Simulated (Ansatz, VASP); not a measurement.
**CoSi2: VASP beside Ansatz**

Contents of INCAR:

```
SYSTEM = CoSi2
PREC = Accurate ; ENCUT = 520
EDIFF = 1E-6 ; ISMEAR = 0
SIGMA = 0.15 ; LREAL = .FALSE.
LASPH = .TRUE. ; NELM = 100
ALGO = Normal ; ISIF = 2
LWAVE = .FALSE. ; LCHARG = .FALSE.
GGA = PS ; NBANDS = 16
```

File KPOINTS:

```
Automatic mesh
0
G
  16 16 16
  0 0 0
```

POSCAR

```
CoSi2
1.0
    0.0000000000      2.6562539720      2.6562539720
    2.6562539720      0.0000000000      2.6562539720
    2.6562539720      2.6562539720      0.0000000000
Co Si
1 2
Direct
    0.0000000000      0.0000000000      0.0000000000
    0.2311764987      0.2688235013      0.2311764987
    0.7311764987      0.7688235013      0.7311764987
```

Input for Ansatz:

```yaml
crystal:
  lattice:
    - [0.0, 2.656253972, 2.656253972]
    - [2.656253972, 0.0, 2.656253972]
    - [2.656253972, 2.656253972, 0.0]
  atoms:
    - { symbol: Co, position: [0.0, 0.0, 0.0] }
    - { symbol: Si, position: [0.2311764987, 0.2688235013, 0.2311764987] }
    - { symbol: Si, position: [0.7311764987, 0.7688235013, 0.7311764987] }
basis:
  ecutwfc: 420
kpoints:
  mp_grid: { grid: [16, 16, 16] }
hamiltonian:
  xc: pbesol
scf:
  occupations: { method: gaussian, width: 0.15 }
output:
  forces: true
  stress: true
  eigenvalues: true
  write_density: true
  write_potential: true
  elf: true
  volumetric_format: npy
```

Change from the starting cell: all Si atoms moved -0.100 Å, as atom 2 along Cartesian [0 1 0].

Alike in both runs: task single point; functional PBEsol; k mesh 16 × 16 × 16; occupations gaussian, width 0.15 eV; no spin polarisation.

|  | VASP | Ansatz |
| --- | --- | --- |
| version | VASP 6.6.1 | Ansatz 0.2.0 |
| potentials or method | VASP PAW PBE potentials, release 64 (Co, Si), cutoff 520 eV | scalar-relativistic, plane waves, PAW |
| valence electrons in the cell | 17 | 25 |

```csv
,VASP,Ansatz,Ansatz less VASP
gap on the k mesh at the Fermi level (eV),none,none,-
pressure (GPa),0.9,0.8,-0.05
"traceless stress, the component that is largest in VASP (GPa)",-0.34,-0.32,+0.016
rms of the force components (eV/Å),0.515,0.508,-0.0065
```

VASP's potentials were made for PBE, not for PBEsol. Atom by atom the forces differ by 0.007 eV/Å (rms over components). A gap of «none» marks a metal or a gap that the smearing closes. With one functional, cell and mesh, what is left measures potentials, basis and numerics. VASP's potentials hold 17 valence electrons a cell and Ansatz's 25, so a difference there can come from the potentials and not from the codes.
